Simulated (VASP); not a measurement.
# In2SnTe2 (P-3m1) in VASP: a series of runs

In2SnTe2 is run at these levels: PBE; tasks: single point.

All numbers are computed with VASP 6.6.1; they aren't measurements. Logs are shortened: lines on timing, memory, paths and dates and some standing lists are left out, and cuts for length are marked.

### Step 1. The cell of the first run

The structure is trigonal, space group P-3m1 (No. 164). Conventional cell: a = 4.474 Å, b = 4.474 Å, c = 9.810 Å, α = 90.00°, β = 90.00°, γ = 120.00°. In (site symmetry 3m) has 4 Te at 3.18 to 4.20 Å and 3 In at 3.49 Å within 4.3 Å. Sn (site symmetry -3m) has 6 Te at 3.19 Å within 4.2 Å. Te (site symmetry 3m) has 4 In at 3.18 to 4.20 Å and 3 Sn at 3.19 Å within 4.3 Å.

The cell was generated, and may not be a known phase.

### Step 2. Single point, PBE

Contents of INCAR:

```
  PREC = Accurate
  ENCUT = 520
  EDIFF = 1E-7
  ISMEAR = 0
  SIGMA = 0.1
  LREAL = F
  LASPH = T
  NELM = 100
  ALGO = Normal
  ISIF = 2
  LWAVE = F
  LCHARG = F
  GGA = PE
  NBANDS = 34
```

Contents of KPOINTS:

```
Automatic mesh
0
Gamma
  6 6 2
```

Contents of POSCAR:

```
In2SnTe2
1.0
    4.4738332000      0.0000000000      0.0000000000
   -2.2369166000      3.8744532000      0.0000000000
    0.0000000000      0.0000000000      9.8097852000
In Sn Te
2 1 2
Direct
    0.6666667000      0.3333333000      0.6196560000
    0.3333333000      0.6666667000      0.3803440000
    0.0000000000      0.0000000000      0.0000000000
    0.6666667000      0.3333333000      0.1910440000
    0.3333333000      0.6666667000      0.8089560000
```

Potentials or basis: VASP PAW PBE potentials, release 64 (In_d, Sn_d, Te).

Launch:

```
cat potpaw_PBE.64/In_d/POTCAR potpaw_PBE.64/Sn_d/POTCAR potpaw_PBE.64/Te/POTCAR > POTCAR
mpirun -np 1 vasp_std > vasp.out
```

OUTCAR:

```text
PREC = Accurate
   ENCUT = 520
   EDIFF = 1E-7
   ISMEAR = 0
   LREAL = F
   LASPH = T
   NELM = 100
   ISIF = 2
   GGA = PE

 ion  position               nearest neighbor table
   1  0.667  0.333  0.620-   5 3.18   5 3.18   5 3.18   2 3.49   2 3.49   2 3.49
   2  0.333  0.667  0.380-   4 3.18   4 3.18   4 3.18   1 3.49   1 3.49   1 3.49
   3  0.000  0.000  0.000-   4 3.19   5 3.19   5 3.19   4 3.19   4 3.19   5 3.19
   4  0.667  0.333  0.191-   2 3.18   2 3.18   2 3.18   3 3.19   3 3.19   3 3.19
   5  0.333  0.667  0.809-   1 3.18   1 3.18   1 3.18   3 3.19   3 3.19   3 3.19

  LATTYP: Found a hexagonal cell.
 ALAT       =     4.4738332000
 C/A-ratio  =     2.1927024906

  Lattice vectors:

 A1 = (   4.4738332000,   0.0000000000,   0.0000000000)
 A2 = (  -2.2369166000,   3.8744532000,   0.0000000000)
 A3 = (   0.0000000000,   0.0000000000,   9.8097852000)

Analysis of symmetry for initial positions (statically):
=====================================================================
 Subroutine PRICEL returns:
 Original cell was already a primitive cell.

 Routine SETGRP: Setting up the symmetry group for a
 hexagonal supercell.

 Subroutine GETGRP returns: Found 12 space group operations
 (whereof 12 operations were pure point group operations)
 out of a pool of 24 trial point group operations.

The static configuration has the point symmetry D_3d.

Analysis of symmetry for dynamics (positions and initial velocities):
=====================================================================
 Subroutine PRICEL returns:
 Original cell was already a primitive cell.

 Routine SETGRP: Setting up the symmetry group for a
 hexagonal supercell.

 Subroutine GETGRP returns: Found 12 space group operations
 (whereof 12 operations were pure point group operations)
 out of a pool of 24 trial point group operations.

The dynamic configuration has the point symmetry D_3d.

 Subroutine INISYM returns: Found 12 space group operations
 (whereof 12 operations are pure point group operations),
 and found     1 'primitive' translations

----------------------------------------------------------------------------------------

                                     Primitive cell

  volume of cell :     170.0395

  direct lattice vectors                    reciprocal lattice vectors
     4.473833200  0.000000000  0.000000000     0.223521968  0.129050468  0.000000000
    -2.236916600  3.874453200  0.000000000     0.000000000  0.258100937  0.000000000
     0.000000000  0.000000000  9.809785200     0.000000000  0.000000000  0.101939031

  length of vectors
     4.473833200  4.473833197  9.809785200     0.258100936  0.258100937  0.101939031

  position of ions in fractional coordinates (direct lattice)
     0.666666700  0.333333300  0.619656000
     0.333333300  0.666666700  0.380344000
     0.000000000  0.000000000  0.000000000
     0.666666700  0.333333300  0.191044000
     0.333333300  0.666666700  0.808956000

  ion indices of the primitive-cell ions
   primitive index   ion index
                 1           1
                 2           2
                 3           3
                 4           4
                 5           5

----------------------------------------------------------------------------------------

 KPOINTS: Automatic mesh

Automatic generation of k-mesh.
 Grid dimensions read from file:
 generate k-points for:    6    6    2

 Generating k-lattice:

  Cartesian coordinates                     Fractional coordinates (reciprocal lattice)
     0.037253661  0.021508411  0.000000000     0.166666667 -0.000000000  0.000000000
     0.000000000  0.043016823  0.000000000     0.000000000  0.166666667  0.000000000
     0.000000000  0.000000000  0.050969516     0.000000000  0.000000000  0.500000000

  Length of vectors
     0.043016823  0.043016823  0.050969516

  Shift w.r.t. Gamma in fractional coordinates (k-lattice)
     0.000000000  0.000000000  0.000000000

 Subroutine IBZKPT returns following result:
 ===========================================

 Found     14 irreducible k-points:

 Following reciprocal coordinates:
            Coordinates               Weight
  0.000000  0.000000  0.000000      1.000000
  0.166667  0.000000  0.000000      6.000000
  0.333333  0.000000  0.000000      6.000000
  0.500000  0.000000  0.000000      3.000000
  0.166667  0.166667  0.000000      6.000000
  0.333333  0.166667  0.000000     12.000000
  0.333333  0.333333  0.000000      2.000000
  0.000000  0.000000  0.500000      1.000000
  0.166667  0.000000  0.500000      6.000000
  0.333333  0.000000  0.500000      6.000000
  0.500000  0.000000  0.500000      3.000000
  0.166667  0.166667  0.500000      6.000000
  0.333333  0.166667  0.500000     12.000000
  0.333333  0.333333  0.500000      2.000000
   k-points           NKPTS =     14   k-points in BZ     NKDIM =     14   number of bands    NBANDS=     34
   number of dos      NEDOS =    301   number of ions     NIONS =      5
   total plane-waves  NPLWV = 103680
   dimension x,y,z NGX =    36 NGY =   36 NGZ =   80
   dimension x,y,z NGXF=    72 NGYF=   72 NGZF=  160
   ions per type =               2   1   2
   NGX,Y,Z   is equivalent  to a cutoff of  13.38, 13.38, 13.56 a.u.
   NGXF,Y,Z  is equivalent  to a cutoff of  26.75, 26.75, 27.12 a.u.
 SYSTEM =  unknown system
   PREC   = accura    normal or accurate (medium, high low for compatibility)
   ISTART =      0    job   : 0-new  1-cont  2-samecut
   ICHARG =      2    charge: 1-file 2-atom 10-const
   ISPIN  =      1    spin polarized calculation?
   LNONCOLLINEAR =      F non collinear calculations
   LSORBIT =      F    spin-orbit coupling
   LASPH  =      T    aspherical Exc in radial PAW
   ENCUT  =  520.0 eV  38.22 Ry    6.18 a.u.   8.32  8.32 18.24*2*pi/ulx,y,z
   NELM   =    100;   NELMIN=  2; NELMDL= -5     # of ELM steps
   EDIFF  = 0.1E-06   stopping-criterion for ELM
   LREAL  =      F    real-space projection
   EDIFFG = 0.1E-05   stopping-criterion for IOM
   NSW    =      0    number of steps for IOM
   IBRION =     -1    ionic relax: 0-MD 1-quasi-New 2-CG
   NFREE  =      0    steps in history (QN), initial steepest desc. (CG)
   ISIF   =      2    stress and relaxation
   ISYM   =      2    0-nonsym 1-usesym 2-fastsym
   POTIM  = 0.5000    time-step for ionic-motion
   TEBEG  =    0.0;   TEEND  =   0.0 temperature during run
   PSTRESS=    0.0 pullay stress
   NELECT =      52.0000    total number of electrons
   NUPDOWN=      -1.0000    fix difference up-down
   EMIN   =  10.00;   EMAX   =-10.00  energy-range for DOS
   EFERMI =   0.00;   METHOD = LEGACY
   ISMEAR =     0;   SIGMA  =   0.10  broadening in eV -4-tet -1-fermi 0-gaus
   EFERMI_NEDOS =   21; number of points for ismear=-14 and -15
   IALGO  =     38    algorithm
   IMIX   =      4    mixing-type and parameters
     AMIX     =   0.40;   BMIX     =  1.00
     AMIX_MAG =   1.60;   BMIX_MAG =  1.00
  volume/ion in A,a.u.               =      34.01       229.50
  Fermi-wavevector in a.u.,A,eV,Ry     =   1.102959  2.084290 16.551740  1.216519
  Thomas-Fermi vector in A             =   2.239410
   LORBIT       =      0    0 simple, 1 ext, 2 COOP (PROOUT), +10 PAW based schemes
   GGA     = PE    functional components
   LHFCALC =     F    Hartree Fock is set to
   AEXX    =    0.0000 exact exchange contribution
   IVDW    =     0    specifies the selected vdW correction
   LEPSILON=     F    determine dielectric tensor
   LRPA    =     F    only Hartree local field effects (RPA)
 non-spin polarized calculation
 Gauss-broadening in eV      SIGMA  =   0.10
  energy-cutoff  :      520.00
  volume of cell :      170.04
 maximum number of plane-waves:      4608
 NGX is ok and might be reduce to    36
   NGX = 17   NGY = 17   NGZ = 37

 number of electron      51.9999998 magnetization

 Free energy of the ion-electron system (eV)
  ---------------------------------------------------
  ext. energy  EPLUGINS =         0.00000000
  ---------------------------------------------------
  free energy    TOTEN  =       -16.36658297 eV

  energy without entropy =      -16.36153702  energy(sigma->0) =      -16.36405999

 E-fermi :   5.5863     XC(G=0):  -9.0029

 val. band max:        5.4707642607   @ k =   0.5000   0.0000   0.5000
 cond. band min:       5.6119582680   @ k =   0.1667   0.0000   0.0000
 fundamental gap:      0.1411940073
 Fermi energy:         5.5863109347

 k-point     1 :       0.0000    0.0000    0.0000
  band No.  band energies     occupation
      1     -16.1776      2.00000
      2     -16.1776      2.00000
      3     -16.1670      2.00000
      4     -16.1670      2.00000
      5     -16.1666      2.00000
      6      -9.0633      2.00000
[... 26 lines left out ...]
     33       9.8704      0.00000
     34       9.8704      0.00000

 k-point     2 :       0.1667    0.0000    0.0000
  band No.  band energies     occupation
      1     -16.1788      2.00000
      2     -16.1760      2.00000
      3     -16.1679      2.00000
      4     -16.1667      2.00000
      5     -16.1654      2.00000
      6      -9.0616      2.00000
[... 26 lines left out ...]
     33       9.0609      0.00000
     34      10.1226      0.00000

 k-point     3 :       0.3333    0.0000    0.0000
  band No.  band energies     occupation
      1     -16.1819      2.00000
      2     -16.1737      2.00000
      3     -16.1695      2.00000
      4     -16.1654      2.00000
      5     -16.1628      2.00000
      6      -9.0632      2.00000
[... 26 lines left out ...]
     33       9.6529      0.00000
     34      10.2915      0.00000
[... 334 lines left out ...]
 k-point    13 :       0.3333    0.1667    0.5000
  band No.  band energies     occupation
      1     -16.1816      2.00000
      2     -16.1748      2.00000
      3     -16.1691      2.00000
      4     -16.1654      2.00000
      5     -16.1618      2.00000
      6      -9.0664      2.00000
[... 26 lines left out ...]
     33       9.7884      0.00000
     34      10.6295      0.00000

 k-point    14 :       0.3333    0.3333    0.5000
  band No.  band energies     occupation
      1     -16.1783      2.00000
      2     -16.1783      2.00000
      3     -16.1669      2.00000
      4     -16.1669      2.00000
      5     -16.1618      2.00000
      6      -9.0685      2.00000
[... 26 lines left out ...]
     33       9.2507      0.00000
     34      11.3249      0.00000

------------------------ aborting loop because EDIFF is reached ----------------------------------------

  FORCE on cell =-STRESS in cart. coord.  units (eV):
  Direction    XX          YY          ZZ          XY          YZ          ZX
  --------------------------------------------------------------------------------------
  -------------------------------------------------------------------------------------
  Total       -0.3636993     -0.3636993     -0.0064302      0.0000000      0.0000000      0.0000000
  in kB       -3.4269153     -3.4269153     -0.0605883      0.0000000      0.0000000      0.0000000
  external PRESSURE =      -2.3048063 kB  Pullay stress =       0.0000000 kB

 VOLUME and BASIS-vectors are now :
 -----------------------------------------------------------------------------
  energy-cutoff  :      520.00
  volume of cell :      170.04
      direct lattice vectors                 reciprocal lattice vectors
     4.473833200  0.000000000  0.000000000     0.223521968  0.129050468  0.000000000
    -2.236916600  3.874453200  0.000000000     0.000000000  0.258100937  0.000000000
     0.000000000  0.000000000  9.809785200     0.000000000  0.000000000  0.101939031

 POSITION                                       TOTAL-FORCE (eV/Angst)
 -----------------------------------------------------------------------------------
      2.23692      1.29148      6.07869         0.000000      0.000000      0.035467
     -0.00000      2.58297      3.73109        -0.000000      0.000000     -0.035467
      0.00000      0.00000      0.00000        -0.000000      0.000000      0.000000
      2.23692      1.29148      1.87410         0.000000      0.000000      0.045266
     -0.00000      2.58297      7.93568        -0.000000     -0.000000     -0.045266
 -----------------------------------------------------------------------------------
    total drift:                                0.000000     -0.000000     -0.000000

  FREE ENERGIE OF THE ION-ELECTRON SYSTEM (eV)
  ---------------------------------------------------
  free  energy   TOTEN  =       -16.3665829655 eV

  energy  without entropy=      -16.3615370232  energy(sigma->0) =      -16.36405999
```

It took 74 s on 1 thread of Intel Xeon Platinum 8375C at 2.90GHz (Ice Lake), shared host; peak memory 0.35 GiB.

What came out:

- Free energy: -16.3666 eV
- Pressure: -0.2 GPa
- Largest force: 0.045 eV/Å
- Band gap on the k mesh: zero (bands 26 and 27 overlap by 0.86 eV)

Forces on the atoms (eV/Å):
```
In   0.000  0.000  0.035
In   0.000  0.000 -0.035
Sn   0.000  0.000  0.000
Te   0.000  0.000  0.045
Te   0.000  0.000 -0.045
```

Levels at points of the mesh, in eV from the Fermi level:
| k point | band 22 | band 23 | band 24 | band 25 | band 26 | band 27 | band 28 | band 29 | band 30 | band 31 |
| --- | --- | --- | --- | --- | --- | --- | --- | --- | --- | --- |
| (0.00, 0.00, 0.00) | -1.62 | -1.46 | -1.46 | -0.41 | -0.41 | 1.60 | 1.60 | 1.88 | 2.06 | 2.78 |
| (0.50, 0.00, 0.00) | -2.93 | -2.62 | -2.17 | -1.88 | -0.69 | 0.40 | 1.00 | 1.35 | 1.52 | 3.25 |
| (0.00, 0.00, 0.50) | -1.66 | -1.40 | -1.40 | -1.38 | 0.58 | 0.72 | 1.38 | 1.38 | 3.31 | 3.58 |
| (0.50, 0.00, 0.50) | -2.98 | -2.86 | -2.49 | -2.04 | -0.74 | -0.12 | 1.93 | 2.17 | 2.68 | 2.70 |

Caveat: spin-orbit coupling is left out, which moves the levels of the heavy elements.

### Step 3. Single point, PBE

Contents of INCAR:

```
SYSTEM = In2SnTe2
PREC = Accurate
ENCUT = 520
EDIFF = 1E-6
ISMEAR = 0
SIGMA = 0.1
LREAL = .FALSE.
LASPH = .TRUE.
NELM = 60
ALGO = Fast
ISIF = 2
LWAVE = .FALSE.
LCHARG = .FALSE.
GGA = PE
NBANDS = 34
```

Contents of KPOINTS:

```
Automatic mesh
0
G
  12 12 4
  0 0 0
```

Contents of POSCAR:

```
In2SnTe2
1.0
    4.4738331980      0.0000000000      0.0000000000
   -2.2369165990      3.8744532017      0.0000000000
    0.0000000000      0.0000000000      9.8097852000
In Sn Te
2 1 2
Direct
    0.6666666667      0.3333333333      0.6196560000
    0.3333333333      0.6666666667      0.3803440000
    0.0000000000      0.0000000000      0.0000000000
    0.6666666667      0.3333333333      0.1910440000
    0.3333333333      0.6666666667      0.8089560000
```

Potentials or basis: VASP PAW PBE potentials, release 64 (In_d, Sn_d, Te).

Launch:

```
cat potpaw_PBE.64/In_d/POTCAR potpaw_PBE.64/Sn_d/POTCAR potpaw_PBE.64/Te/POTCAR > POTCAR
mpirun -np 1 vasp_std > vasp.out
```

Wall time 7.7 min (1 thread of Intel Xeon Platinum 8375C at 2.90GHz (Ice Lake), shared host); peak memory 0.58 GiB.

Results (log left out):

```
Free energy            : -16.3393 eV
Pressure               : 0.1 GPa
Band gap on the k mesh : zero (bands 26 and 27 overlap by 0.86 eV)
```

Forces in eV/Å, atoms in the order of the input:
```
In   0.000  0.000 -0.001
In   0.000  0.000  0.001
Sn   0.000  0.000  0.000
Te   0.000  0.000  0.003
Te   0.000  0.000 -0.003
```

Levels at points of the mesh, in eV from the Fermi level:
```csv
k point,band 22,band 23,band 24,band 25,band 26,band 27,band 28,band 29,band 30,band 31
"(0.00, 0.00, 0.00)",-1.63,-1.47,-1.47,-0.43,-0.42,1.58,1.58,1.87,2.03,2.75
"(0.50, 0.00, 0.00)",-2.94,-2.63,-2.18,-1.89,-0.71,0.37,0.98,1.33,1.50,3.23
"(0.00, 0.00, 0.50)",-1.67,-1.42,-1.42,-1.39,0.56,0.71,1.36,1.36,3.29,3.56
"(0.50, 0.00, 0.50)",-2.99,-2.87,-2.51,-2.06,-0.75,-0.14,1.91,2.15,2.65,2.68
```

Caveat: spin-orbit coupling is left out, which moves the levels of the heavy elements.

The gap in the log of VASP goes by the Fermi energy; the results here count the filled bands.